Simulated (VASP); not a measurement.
Input of a VASP 6.6.1 run:

Contents of INCAR:

```
PREC = Accurate ; ENCUT = 520
EDIFF = 1E-6 ; ISMEAR = 0
SIGMA = 0.15 ; LREAL = F
LASPH = T ; NELM = 80
ALGO = Normal ; ISIF = 2
LWAVE = F ; LCHARG = F
GGA = PE ; IVDW = 12
NBANDS = 14
```

The input KPOINTS:

```
Automatic mesh
0
Gamma
  18 18 6
```

POSCAR

```
Al
1.0
    2.7754530431      0.0000000000      0.0000000000
   -1.3877265216      2.4036128423      0.0000000000
    0.0000000000      0.0000000000      8.9322405285
Al
4
Direct
    0.0000000000      0.0000000000      0.0000000000
    0.3333333333      0.6666666667      0.2500000000
    0.0000000000      0.0000000000      0.5000000000
    0.6666666667      0.3333333333      0.7500000000
```

Potentials or basis: VASP PAW PBE potentials, release 64 (Al).

Command:

```console
$ cat potpaw_PBE.64/Al/POTCAR > POTCAR
$ mpirun -np 1 vasp_std > vasp.out
```

Predict the band gap on the k mesh.

zero (bands 6 and 7 overlap by 5.94 eV).

What does it give for the pressure?

6.1 GPa.

Predict the dispersion energy per atom.

-0.374 eV.

Stress tensor (GPa, compression positive):
```
5.27 0.00 0.00
0.00 5.27 0.00
0.00 0.00 7.74
```

Caveat: the cell stands under pressure.
